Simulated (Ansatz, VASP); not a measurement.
**CeO2 in VASP and in Ansatz**

```
Ce O
1.0
     0.00000    2.73207    2.73207
     2.73207    0.00000    2.73207
     2.73207    2.73207    0.00000
Ce O
1 2
Direct
  0.00000 0.00000 0.00000
  0.25000 0.25000 0.25000
  0.75000 0.75000 0.75000
```

Alike in both runs: functional PBE; k mesh 10 × 10 × 10; occupations gaussian, width 0.02 eV; no spin polarisation.

Ansatz relaxed the structure, and its values are those at the end. VASP's run is a single point on that final structure, the one shown.

|  | VASP | Ansatz |
| --- | --- | --- |
| version | VASP 6.6.1 | Ansatz 0.2.0 |
| potentials or method | VASP PAW PBE potentials, release 64 (Ce, O), cutoff 520 eV | scalar-relativistic, plane waves, PAW |
| valence electrons in the cell | 24 | 24 |

Ansatz gave:

* gap on the k mesh at the Fermi level (eV): 1.92
* least direct gap on the mesh (eV): 1.99
* pressure (GPa): 0.0

Task: Estimate VASP's values.

Result: gap on the k mesh at the Fermi level (eV): 1.89; least direct gap on the mesh (eV): 1.95; pressure (GPa): 0.0.

Spin-orbit coupling is off throughout.
